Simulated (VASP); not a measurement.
# TiSi2 (Fddd) in VASP: further runs

Runs on TiSi2. Level: PBEsol. Tasks: electric field gradients.

Everything below comes from runs of VASP 6.6.1. Logs are shortened: lines on timing, memory, paths and dates and some standing lists are left out, and cuts for length are marked.

## 1. The cell of the first run

Symmetry: Fddd, No. 70, orthorhombic system. The conventional cell has a = 4.773 Å, b = 8.236 Å, c = 8.438 Å, α = 90.00°, β = 90.00°, γ = 90.00°. Within 3.3 Å of Ti (site symmetry 222) lie 10 Si at 2.52 to 2.75 Å and 4 Ti at 3.18 Å. Si (site symmetry 2) has 5 Ti at 2.52 to 2.75 Å and 9 Si at 2.52 to 3.18 Å within 3.3 Å.

## 2. Electric field gradients, PBEsol (zz strain of -1 %)

INCAR reads:

```
SYSTEM = TiSi2
PREC = Accurate
ENCUT = 520
EDIFF = 1E-8
ISMEAR = -1
SIGMA = 0.08
LREAL = .False.
LASPH = .True.
NELM = 80
ALGO = Normal
ISIF = 2
LWAVE = .False.
LCHARG = .False.
GGA = PS
LEFG = .True.
NBANDS = 29
```

KPOINTS reads:

```
regular mesh
0
Gamma
  8 8 8
  0 0 0
```

POSCAR reads:

```
TiSi2
1.0
    0.0000000000      4.1180000000      4.2188850000
    2.3865000000      0.0000000000      4.2188850000
    2.3865000000      4.1180000000      0.0000000000
Ti Si
2 4
Direct
    0.7500000000      0.7500000000      0.7500000000
    0.5000000000      0.5000000000      0.5000000000
    0.0830000000      0.4170000000      0.0830000000
    0.4170000000      0.0830000000      0.4170000000
    0.1670000000      0.8330000000      0.1670000000
    0.8330000000      0.1670000000      0.8330000000
```

Potentials or basis: VASP PAW PBE potentials, release 64 (Ti_sv, Si).

Started as:

```
> cat potpaw_PBE.64/Ti_sv/POTCAR potpaw_PBE.64/Si/POTCAR > POTCAR
> mpirun -np 1 vasp_std > vasp.out
```

OUTCAR:

```text
SYSTEM = TiSi2
   PREC = Accurate
   ENCUT = 520
   EDIFF = 1E-8
   ISMEAR = -1
   LREAL = .False.
   LASPH = .True.
   NELM = 80
   ISIF = 2
   GGA = PS

 ion  position               nearest neighbor table
   1  0.750  0.750  0.750-   6 2.52   5 2.52   6 2.52   5 2.52   3 2.74   4 2.74   4 2.75   4 2.75
                             3 2.75   3 2.75
   2  0.500  0.500  0.500-   3 2.52   4 2.52   3 2.52   4 2.52   5 2.74   6 2.74   5 2.75   5 2.75
                             6 2.75   6 2.75
   3  0.083  0.417  0.083-   2 2.52   2 2.52   5 2.52   5 2.52   1 2.74   4 2.75   4 2.75   4 2.75
                             1 2.75   1 2.75
   4  0.417  0.083  0.417-   2 2.52   2 2.52   6 2.52   6 2.52   1 2.74   3 2.75   3 2.75   3 2.75
                             1 2.75   1 2.75
   5  0.167  0.833  0.167-   1 2.52   1 2.52   3 2.52   3 2.52   2 2.74   6 2.75   6 2.75   6 2.75
                             2 2.75   2 2.75
   6  0.833  0.167  0.833-   1 2.52   1 2.52   4 2.52   4 2.52   2 2.74   5 2.75   5 2.75   5 2.75
                             2 2.75   2 2.75

  LATTYP: Found a face centered orthorhombic cell.
 ALAT       =     4.7730000000
 B/A-ratio  =     1.7255394930
 C/A-ratio  =     1.7678126964

  Lattice vectors:

 A1 = (   0.0000000000,   4.1180000000,   4.2188850000)
 A2 = (   2.3865000000,   0.0000000000,   4.2188850000)
 A3 = (   2.3865000000,   4.1180000000,   0.0000000000)

Analysis of symmetry for initial positions (statically):
=====================================================================
 Subroutine PRICEL returns:
 Original cell was already a primitive cell.

 Routine SETGRP: Setting up the symmetry group for a
 face centered orthorhombic supercell.

 Subroutine GETGRP returns: Found  8 space group operations
 (whereof  4 operations were pure point group operations)
 out of a pool of  8 trial point group operations.

The static configuration has the point symmetry D_2 .
 The point group associated with its full space group is D_2h.

Analysis of symmetry for dynamics (positions and initial velocities):
=====================================================================
 Subroutine PRICEL returns:
 Original cell was already a primitive cell.

 Routine SETGRP: Setting up the symmetry group for a
 face centered orthorhombic supercell.

[... 172 lines left out ...]
      3     -22.2186      2.00000
      4     -22.2065      2.00000
      5     -22.1292      2.00000
      6     -22.1131      2.00000
[... 757 lines left out ...]
     28      14.2887      0.00000
     29      14.5784      0.00000

 [... further k-points ...]

------------------------ aborting loop because EDIFF is reached ----------------------------------------

  FORCE on cell =-STRESS in cart. coord.  units (eV):
  Direction    XX          YY          ZZ          XY          YZ          ZX
  --------------------------------------------------------------------------------------
  -------------------------------------------------------------------------------------
  Total       -0.1035251     -0.9079460      1.3519626      0.0000000      0.0000000      0.0000000
  in kB       -2.0002339    -17.5426466     26.1216014      0.0000000      0.0000000      0.0000000
  external PRESSURE =       2.1929069 kB  Pullay stress =       0.0000000 kB

 VOLUME and BASIS-vectors are now :
 -----------------------------------------------------------------------------
  energy-cutoff  :      520.00
  volume of cell :       82.92
      direct lattice vectors                 reciprocal lattice vectors
     0.000000000  4.118000000  4.218885000    -0.209511837  0.121418164  0.118514726
     2.386500000  0.000000000  4.218885000     0.209511837 -0.121418164  0.118514726
     2.386500000  4.118000000  0.000000000     0.209511837  0.121418164 -0.118514726

 POSITION                                       TOTAL-FORCE (eV/Angst)
 -----------------------------------------------------------------------------------
      3.57975      6.17700      6.32833        -0.000000      0.000000     -0.000000
      2.38650      4.11800      4.21889         0.000000      0.000000      0.000000
      1.19325      0.68359      2.10944         0.000000      0.160811     -0.000000
      1.19325      3.43441      2.10944         0.000000     -0.160811     -0.000000
      2.38650      1.37541      4.21889        -0.000000     -0.160811     -0.000000
      2.38650      6.86059      4.21889        -0.000000      0.160811     -0.000000
 -----------------------------------------------------------------------------------
    total drift:                               -0.000000     -0.000000      0.000000

  FREE ENERGIE OF THE ION-ELECTRON SYSTEM (eV)
  ---------------------------------------------------
  free  energy   TOTEN  =       -43.6897411052 eV

  energy  without entropy=      -43.6472507713  energy(sigma->0) =      -43.66849594

 Electric field gradients (V/A^2)
---------------------------------------------------------------------
 ion       V_xx      V_yy      V_zz      V_xy      V_xz      V_yz
---------------------------------------------------------------------
   1      -0.491    12.706   -12.215    -0.002    -0.001     0.000
   2      -0.491    12.706   -12.215    -0.002    -0.001     0.000
   3       2.138    14.518   -16.655    -0.000    27.486     0.000
   4       2.137    14.518   -16.655    -0.000   -27.486    -0.000
   5       2.138    14.518   -16.655    -0.000    27.486     0.000
   6       2.137    14.518   -16.655    -0.000   -27.486    -0.000
---------------------------------------------------------------------

 Electric field gradients after diagonalization (V/A^2)
 (convention: |V_zz| > |V_xx| > |V_yy|)
----------------------------------------------------------------------
 ion       V_xx      V_yy      V_zz     asymmetry (V_yy - V_xx)/ V_zz
----------------------------------------------------------------------
   1     -12.215    -0.491    12.706       0.923
   2     -12.215    -0.491    12.706       0.923
   3      21.789    14.518   -36.307       0.200
   4      21.789    14.518   -36.307       0.200
   5      21.789    14.518   -36.307       0.200
   6      21.789    14.518   -36.307       0.200
----------------------------------------------------------------------

           NMR quadrupolar parameters

 Cq : quadrupolar parameter    Cq=e*Q*V_zz/h
 eta: asymmetry parameters     (V_yy - V_xx)/ V_zz
 Q  : nuclear electric quadrupole moment in mb (millibarn)
----------------------------------------------------------------------
 ion       Cq(MHz)       eta       Q (mb)
----------------------------------------------------------------------
   1       0.031       0.923       1.000
   2       0.031       0.923       1.000
   3      -0.088       0.200       1.000
   4      -0.088       0.200       1.000
   5      -0.088       0.200       1.000
   6      -0.088       0.200       1.000
----------------------------------------------------------------------
```

OSZICAR:

```text
N       E                     dE             d eps       ncg     rms          rms(c)
DAV:   1     0.387724242179E+03    0.38772E+03   -0.18827E+04  5510   0.147E+03
DAV:   2    -0.136289305589E+01   -0.38909E+03   -0.37826E+03  5520   0.431E+02
DAV:   3    -0.439223941058E+02   -0.42560E+02   -0.41715E+02  9234   0.120E+02
DAV:   4    -0.471349922760E+02   -0.32126E+01   -0.31947E+01  7855   0.296E+01
DAV:   5    -0.473317916949E+02   -0.19680E+00   -0.19673E+00  8388   0.627E+00    0.196E+01
DAV:   6    -0.443042730210E+02    0.30275E+01   -0.30575E+01  7794   0.404E+01    0.689E+00
DAV:   7    -0.437834687085E+02    0.52080E+00   -0.56940E+00  7444   0.180E+01    0.544E+00
DAV:   8    -0.437009494105E+02    0.82519E-01   -0.74476E-01  7616   0.679E+00    0.119E+00
DAV:   9    -0.436891702639E+02    0.11779E-01   -0.12723E-01  7517   0.303E+00    0.512E-01
DAV:  10    -0.436899478556E+02   -0.77759E-03   -0.55368E-03  7356   0.553E-01    0.220E-01
DAV:  11    -0.436898693736E+02    0.78482E-04   -0.45341E-03  8572   0.505E-01    0.154E-01
DAV:  12    -0.436897419953E+02    0.12738E-03   -0.99273E-04  7610   0.253E-01    0.131E-02
DAV:  13    -0.436897417636E+02    0.23164E-06   -0.25417E-05  6994   0.446E-02    0.153E-02
DAV:  14    -0.436897412161E+02    0.54758E-06   -0.25682E-06  7369   0.136E-02    0.349E-03
DAV:  15    -0.436897410447E+02    0.17132E-06   -0.98859E-07  8023   0.699E-03    0.512E-04
DAV:  16    -0.436897410763E+02   -0.31559E-07   -0.36584E-08  6528   0.132E-03    0.585E-04
DAV:  17    -0.436897411061E+02   -0.29783E-07   -0.40501E-09  4173   0.557E-04    0.237E-04
DAV:  18    -0.436897411052E+02    0.92496E-09   -0.24112E-09  3994   0.330E-04
   1 F= -.43689741E+02 E0= -.43668496E+02  d E =-.424903E-01
```

stdout:

```text
POSCAR found type information on POSCAR TiSi
 POSCAR found :  2 types and       6 ions
 scaLAPACK will be used
 -----------------------------------------------------------------------------
|                                                                             |
|                                                                             |
|     You enforced a specific xc type in the INCAR file but a different       |
|     I HOPE YOU KNOW WHAT YOU ARE DOING!                                     |
|                                                                             |
 -----------------------------------------------------------------------------

 LDA part: xc-table for (Slater+PW92), standard interpolation
 POSCAR, INCAR and KPOINTS ok, starting setup
 FFT: planning ... GRIDC
 FFT: planning ... GRID_SOFT
 FFT: planning ... GRID
 WAVECAR not read
 entering main loop
ion   1

ion   2

ion   3

ion   4

ion   5

ion   6
```

Wall time 2.3 min (1 thread of Intel Xeon 6975P-C (Granite Rapids), shared host); peak memory 0.36 GiB.

Results:

```
Free energy                             : -43.6897 eV
Pressure                                : 0.2 GPa
Largest force                           : 0.161 eV/Å
Band gap on the k mesh                  : zero (bands 20 and 21 overlap by 1.87 eV)
Largest electric field gradient by atom : Ti +12.7; Si -36.3 V/Å²
```

Forces on the atoms (eV/Å):
```
Ti   0.000  0.000  0.000
Ti   0.000  0.000  0.000
Si   0.000  0.161  0.000
Si   0.000 -0.161  0.000
Si   0.000 -0.161  0.000
Si   0.000  0.161  0.000
```

Stress tensor (GPa, compression positive):
```
-0.20  0.00  0.00
 0.00 -1.75  0.00
 0.00  0.00  2.61
```

Electric field gradients, principal values (V/Å²):
```
atom   least   middle  greatest (by size)
1 Ti  -0.491  -12.215              12.706
2 Ti  -0.491  -12.215              12.706
3 Si  14.518   21.789             -36.307
4 Si  14.518   21.789             -36.307
5 Si  14.518   21.789             -36.307
6 Si  14.518   21.789             -36.307
```

Caveat: the cell differs from its parent crystal (zz strain of -1 %); without QUAD_EFG the Cq values of the log hold for a quadrupole moment of 1 mb, not for the nuclei; the PAW data sets were made with another functional, which shifts forces and pressure a little.

## 3. Electric field gradients, PBEsol (zz strain of -1 %)

INCAR reads:

```
ALGO     = Normal         # electronic algorithm
EDIFF    = 1E-8           # SCF threshold, eV
ENCUT    = 520            # plane-wave cutoff, eV
GGA      = PS             # functional
ISIF     = 2              # what is computed and relaxed
ISMEAR   = -1             # smearing method
LASPH    = T              # aspherical terms in the spheres
LCHARG   = F              # write CHGCAR
LEFG     = T            
LREAL    = F              # projectors in reciprocal space
LWAVE    = F              # write WAVECAR
NBANDS   = 29             # bands
NELM     = 60             # most SCF steps
PREC     = Accurate       # precision mode
SIGMA    = 0.08           # smearing width, eV
```

KPOINTS reads:

```
k-points
0
Gamma
  8 8 8
```

POSCAR is that of step 2.

Potentials or basis: VASP PAW PBE potentials, release 64 (Ti_sv, Si).

Started as:

```
> cat potpaw_PBE.64/Ti_sv/POTCAR potpaw_PBE.64/Si/POTCAR > POTCAR
> mpirun -np 1 vasp_std > vasp.out
```

OUTCAR:

```text
EDIFF = 1E-8
   ENCUT = 520
   GGA = PS
   ISIF = 2
   ISMEAR = -1
   LASPH = T
   LREAL = F
   NELM = 60
   PREC = Accurate

 ion  position               nearest neighbor table
   1  0.750  0.750  0.750-   6 2.52   5 2.52   6 2.52   5 2.52   3 2.74   4 2.74   4 2.75   4 2.75
                             3 2.75   3 2.75
   2  0.500  0.500  0.500-   3 2.52   4 2.52   3 2.52   4 2.52   5 2.74   6 2.74   5 2.75   5 2.75
                             6 2.75   6 2.75
   3  0.083  0.417  0.083-   2 2.52   2 2.52   5 2.52   5 2.52   1 2.74   4 2.75   4 2.75   4 2.75
                             1 2.75   1 2.75
   4  0.417  0.083  0.417-   2 2.52   2 2.52   6 2.52   6 2.52   1 2.74   3 2.75   3 2.75   3 2.75
                             1 2.75   1 2.75
   5  0.167  0.833  0.167-   1 2.52   1 2.52   3 2.52   3 2.52   2 2.74   6 2.75   6 2.75   6 2.75
                             2 2.75   2 2.75
   6  0.833  0.167  0.833-   1 2.52   1 2.52   4 2.52   4 2.52   2 2.74   5 2.75   5 2.75   5 2.75
                             2 2.75   2 2.75

  LATTYP: Found a face centered orthorhombic cell.
 ALAT       =     4.7730000000
 B/A-ratio  =     1.7255394930
 C/A-ratio  =     1.7678126964

  Lattice vectors:

 A1 = (   0.0000000000,   4.1180000000,   4.2188850000)
 A2 = (   2.3865000000,   0.0000000000,   4.2188850000)
 A3 = (   2.3865000000,   4.1180000000,   0.0000000000)

Analysis of symmetry for initial positions (statically):
=====================================================================
 Subroutine PRICEL returns:
 Original cell was already a primitive cell.

[... 961 lines left out ...]
  -------------------------------------------------------------------------------------
  Total       -0.1035251     -0.9079460      1.3519626      0.0000000      0.0000000      0.0000000
  in kB       -2.0002339    -17.5426466     26.1216014      0.0000000      0.0000000      0.0000000
  external PRESSURE =       2.1929069 kB  Pullay stress =       0.0000000 kB

 VOLUME and BASIS-vectors are now :
 -----------------------------------------------------------------------------
  energy-cutoff  :      520.00
  volume of cell :       82.92
      direct lattice vectors                 reciprocal lattice vectors
     0.000000000  4.118000000  4.218885000    -0.209511837  0.121418164  0.118514726
     2.386500000  0.000000000  4.218885000     0.209511837 -0.121418164  0.118514726
     2.386500000  4.118000000  0.000000000     0.209511837  0.121418164 -0.118514726

 POSITION                                       TOTAL-FORCE (eV/Angst)
 -----------------------------------------------------------------------------------
      3.57975      6.17700      6.32833        -0.000000      0.000000     -0.000000
      2.38650      4.11800      4.21889         0.000000      0.000000      0.000000
      1.19325      0.68359      2.10944         0.000000      0.160811     -0.000000
      1.19325      3.43441      2.10944         0.000000     -0.160811     -0.000000
      2.38650      1.37541      4.21889        -0.000000     -0.160811     -0.000000
      2.38650      6.86059      4.21889        -0.000000      0.160811     -0.000000
 -----------------------------------------------------------------------------------
    total drift:                               -0.000000     -0.000000      0.000000

  FREE ENERGIE OF THE ION-ELECTRON SYSTEM (eV)
  ---------------------------------------------------
  free  energy   TOTEN  =       -43.6897411052 eV

  energy  without entropy=      -43.6472507713  energy(sigma->0) =      -43.66849594

 Electric field gradients (V/A^2)
---------------------------------------------------------------------
 ion       V_xx      V_yy      V_zz      V_xy      V_xz      V_yz
---------------------------------------------------------------------
   1      -0.491    12.706   -12.215    -0.002    -0.001     0.000
   2      -0.491    12.706   -12.215    -0.002    -0.001     0.000
   3       2.138    14.518   -16.655    -0.000    27.486     0.000
   4       2.137    14.518   -16.655    -0.000   -27.486    -0.000
   5       2.138    14.518   -16.655    -0.000    27.486     0.000
   6       2.137    14.518   -16.655    -0.000   -27.486    -0.000
---------------------------------------------------------------------

 Electric field gradients after diagonalization (V/A^2)
 (convention: |V_zz| > |V_xx| > |V_yy|)
----------------------------------------------------------------------
 ion       V_xx      V_yy      V_zz     asymmetry (V_yy - V_xx)/ V_zz
----------------------------------------------------------------------
   1     -12.215    -0.491    12.706       0.923
   2     -12.215    -0.491    12.706       0.923
   3      21.789    14.518   -36.307       0.200
   4      21.789    14.518   -36.307       0.200
   5      21.789    14.518   -36.307       0.200
   6      21.789    14.518   -36.307       0.200
----------------------------------------------------------------------

           NMR quadrupolar parameters

 Cq : quadrupolar parameter    Cq=e*Q*V_zz/h
 eta: asymmetry parameters     (V_yy - V_xx)/ V_zz
 Q  : nuclear electric quadrupole moment in mb (millibarn)
----------------------------------------------------------------------
 ion       Cq(MHz)       eta       Q (mb)
----------------------------------------------------------------------
   1       0.031       0.923       1.000
   2       0.031       0.923       1.000
   3      -0.088       0.200       1.000
   4      -0.088       0.200       1.000
   5      -0.088       0.200       1.000
   6      -0.088       0.200       1.000
----------------------------------------------------------------------
```

stdout:

```text
POSCAR found type information on POSCAR TiSi
 POSCAR found :  2 types and       6 ions
 scaLAPACK will be used
 -----------------------------------------------------------------------------
|                                                                             |
|                                                                             |
|     You enforced a specific xc type in the INCAR file but a different       |
|     I HOPE YOU KNOW WHAT YOU ARE DOING!                                     |
|                                                                             |
 -----------------------------------------------------------------------------

 LDA part: xc-table for (Slater+PW92), standard interpolation
 POSCAR, INCAR and KPOINTS ok, starting setup
 FFT: planning ... GRIDC
 FFT: planning ... GRID_SOFT
 FFT: planning ... GRID
 WAVECAR not read
 entering main loop
ion   1

ion   2

ion   3

ion   4

ion   5

ion   6
```

It took 2.4 min on 1 thread of Intel Xeon 6975P-C (Granite Rapids), shared host; peak memory 0.35 GiB.

Results:

```
Free energy                             : -43.6897 eV
Pressure                                : 0.2 GPa
Largest force                           : 0.161 eV/Å
Band gap on the k mesh                  : zero (bands 20 and 21 overlap by 1.87 eV)
Largest electric field gradient by atom : Ti +12.7; Si -36.3 V/Å²
```

Forces in eV/Å, atoms in the order of the input:
```
Ti   0.000  0.000  0.000
Ti   0.000  0.000  0.000
Si   0.000  0.161  0.000
Si   0.000 -0.161  0.000
Si   0.000 -0.161  0.000
Si   0.000  0.161  0.000
```

Electric field gradients, principal values (V/Å²):
| atom | least | middle | greatest (by size) |
| --- | --- | --- | --- |
| 1 Ti | -0.491 | -12.215 | 12.706 |
| 2 Ti | -0.491 | -12.215 | 12.706 |
| 3 Si | 14.518 | 21.789 | -36.307 |
| 4 Si | 14.518 | 21.789 | -36.307 |
| 5 Si | 14.518 | 21.789 | -36.307 |
| 6 Si | 14.518 | 21.789 | -36.307 |

Caveat: the cell differs from its parent crystal (zz strain of -1 %); without QUAD_EFG the Cq values of the log hold for a quadrupole moment of 1 mb, not for the nuclei; the PAW data sets were made with another functional, which shifts forces and pressure a little.

[end of part 1 of 2]
